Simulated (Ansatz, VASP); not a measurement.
## Si7Ge: VASP beside Ansatz

File INCAR:

```
SYSTEM = Si7Ge
PREC = Accurate
ENCUT = 520
EDIFF = 1E-6
ISMEAR = 0
SIGMA = 0.03
LREAL = .FALSE.
LASPH = .TRUE.
NELM = 60
ALGO = Normal
ISIF = 2
LWAVE = .FALSE.
LCHARG = .FALSE.
GGA = PS
NBANDS = 31
```

The input KPOINTS:

```
Automatic mesh
0
G
  8 8 8
  0 0 0
```

POSCAR

```
Si7Ge
1.0
    5.3284664811      0.0000000000      0.0000000000
    0.0000000000      5.3284664811      0.0000000000
    0.0000000000      0.0000000000      5.1185249018
Si Ge
7 1
Direct
    0.2525986838      0.2525986838      0.2525986838
    0.0000000000      0.5000000000      0.5000000000
    0.5000000000      0.5000000000      0.0000000000
    0.5000000000      0.0000000000      0.5000000000
    0.7474013162      0.2525986838      0.7474013162
    0.7474013162      0.7474013162      0.2525986838
    0.2525986838      0.7474013162      0.7474013162
    0.0000000000      0.0000000000      0.0000000000
```

Input for Ansatz:

```yaml
crystal:
  lattice:
    - [5.3284664811, 0.0, 0.0]
    - [0.0, 5.3284664811, 0.0]
    - [0.0, 0.0, 5.1185249018]
  atoms:
    - { symbol: Si, position: [0.2525986838, 0.2525986838, 0.2525986838] }
    - { symbol: Si, position: [0.0, 0.5, 0.5] }
    - { symbol: Si, position: [0.5, 0.5, 0.0] }
    - { symbol: Si, position: [0.5, 0.0, 0.5] }
    - { symbol: Si, position: [0.7474013162, 0.2525986838, 0.7474013162] }
    - { symbol: Si, position: [0.7474013162, 0.7474013162, 0.2525986838] }
    - { symbol: Si, position: [0.2525986838, 0.7474013162, 0.7474013162] }
    - { symbol: Ge, position: [0.0, 0.0, 0.0] }
basis:
  ecutwfc: 420
kpoints:
  mp_grid: { grid: [8, 8, 8] }
hamiltonian:
  xc: pbesol
  pseudopotentials: { kind: paw, azcp: { folder: soft_1 } }
scf:
  occupations: { method: gaussian, width: 0.03 }
output:
  forces: true
  stress: true
  eigenvalues: true
  write_density: true
  write_potential: true
  elf: true
  volumetric_format: npy
```

Alike in both runs: task single point; functional PBEsol; k mesh 8 × 8 × 8; occupations gaussian, width 0.03 eV; no spin polarisation.

|  | VASP | Ansatz |
| --- | --- | --- |
| version | VASP 6.6.1 | Ansatz 0.2.0 |
| potentials or method | VASP PAW PBE potentials, release 64 (Si, Ge_d), cutoff 520 eV | scalar-relativistic, plane waves, PAW |
| valence electrons in the cell | 42 | 42 |

```tsv
	VASP	Ansatz	Ansatz less VASP
gap on the k mesh at the Fermi level (eV)	none	none	-
pressure (GPa)	13.0	12.9	-0.09
traceless stress, the component that is largest in VASP (GPa)	2.07	2.08	+0.003
rms of the force components (eV/Å)	0.010	0.008	-0.0013
```

VASP's potentials were made for PBE, not for PBEsol, and Ansatz warns of the same on its side. Atom by atom the forces differ by 0.004 eV/Å (rms over components). A gap of «none» marks a metal or a gap that the smearing closes.
